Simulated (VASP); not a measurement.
Wanted: the native input for a VASP 6.6.1 run.

| Quantity | Value |
| --- | --- |
| Task | relaxation of cell and atoms |
| Functional | PBE |
| Potentials or basis | VASP PAW PBE potentials, release 64 (Sr_sv, Ti_sv, O) |
| Cutoff | 600 eV |
| k mesh | 4 × 4 × 4 |
| Occupations | gaussian, width 0.1 eV |
| Spin | collinear spin |
| Starting moments | [0.0, 1.0, 0.0, 0.0, 0.0] μB |
| Dipole correction | no |
| Further INCAR settings | ALGO = Normal; EDIFF = 1e-07; IBRION = 2; EDIFFG = -0.04; NSW = 90; ISIF = 3 |

The structure of SrTiO3 lies in POSCAR:

```
SrTiO3
1.0
    3.9049999700      0.0000000000      0.0000000000
    0.0000000000      3.9049999700      0.0000000000
    0.0000000000      0.0000000000      3.9049999700
Sr Ti O
1 1 3
Direct
    0.0000000000      0.0000000000      0.0000000000
    0.5000000000      0.5000000000      0.5000000000
    0.0000000000      0.5000000000      0.5000000000
    0.5000000000      0.0000000000      0.5000000000
    0.5000000000      0.5000000000      0.0000000000
```

One way to write it, as run:

INCAR

```
SYSTEM = SrTiO3
PREC = Accurate ; ENCUT = 600
EDIFF = 1E-7 ; ISMEAR = 0
SIGMA = 0.1 ; LREAL = .False.
LASPH = .True. ; NELM = 150
ALGO = Normal ; ISIF = 3
LWAVE = .False. ; LCHARG = .False.
ISPIN = 2 ; MAGMOM = 0 1 0 0 0
LORBIT = 11 ; LMAXMIX = 4
GGA = PE ; IBRION = 2
NSW = 90 ; EDIFFG = -0.04
```

KPOINTS

```
regular mesh
0
Gamma
  4 4 4
  0 0 0
```

Potentials or basis: VASP PAW PBE potentials, release 64 (Sr_sv, Ti_sv, O).

Run with:

```sh
$ cat potpaw_PBE.64/Sr_sv/POTCAR potpaw_PBE.64/Ti_sv/POTCAR potpaw_PBE.64/O/POTCAR > POTCAR
$ mpirun -np 1 vasp_std > vasp.out
```

It gave:

```
Relaxed volume                                        : 12.24 Å³/atom
Relaxed cell                                          : a = 3.940 Å, b = 3.940 Å, c = 3.940 Å, α = 90.00°, β = 90.00°, γ = 90.00°
Space group after relaxing (to 0.1 Å)                 : Pm-3m (No. 221)
Energy gained by relaxing                             : 4.8 meV/atom
Ionic steps                                           : 3
Pressure after relaxing                               : 0.0 GPa
Band gap on the k mesh                                : 1.79 eV (least direct gap 2.16 eV)
Net moment                                            : 0.00 μB per cell
Valence electrons inside the program's atomic spheres : Sr 7.98; Ti 10.25; O 5.04
```

Wall time 50 s on 1 thread of Intel(R) Xeon(R) 6975P-C (Granite Rapids), on a shared host, peak memory 0.22 GiB.
